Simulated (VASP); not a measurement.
C, 2 atoms in the cell. The structure is monoclinic, space group C2/m (No. 12). Conventional cell: a = 4.226 Å, b = 2.440 Å, c = 3.739 Å, α = 90.00°, β = 111.49°, γ = 90.00°. C (site symmetry m) has 3 C at 1.41 Å within 1.9 Å. 

- Program: VASP 6.6.1
- Task: single point
- Functional: r2SCAN
- Potentials or basis: VASP PAW PBE potentials, release 64 (C)
- Cutoff: 520 eV
- k mesh: 13 × 13 × 8
- Occupations: fermi-dirac, width 0.05 eV
- Spin: no spin polarisation
- Dipole correction: no
- Further INCAR settings: ALGO = Normal; EDIFF = 1e-06; NBANDS = 11

Potentials or basis: VASP PAW PBE potentials, release 64 (C).

The run is started by

```console
$ cat potpaw_PBE.64/C/POTCAR > POTCAR
$ cp INCAR.step1 INCAR
$ mpirun -np 1 vasp_std > vasp.out
$ cp INCAR.step2 INCAR
$ mpirun -np 1 vasp_std > vasp.out
```

Hardware: 1 thread of Intel(R) Xeon(R) Platinum 8259CL CPU @ 2.50GHz (Skylake/Cascade Lake) (shared host).

Task: Estimate the wall time of this run.

Result: It took 3.2 min on 1 thread of Intel(R) Xeon(R) Platinum 8259CL CPU @ 2.50GHz (Skylake/Cascade Lake) (shared host), peak memory 0.17 GiB. Counts: k points 371.
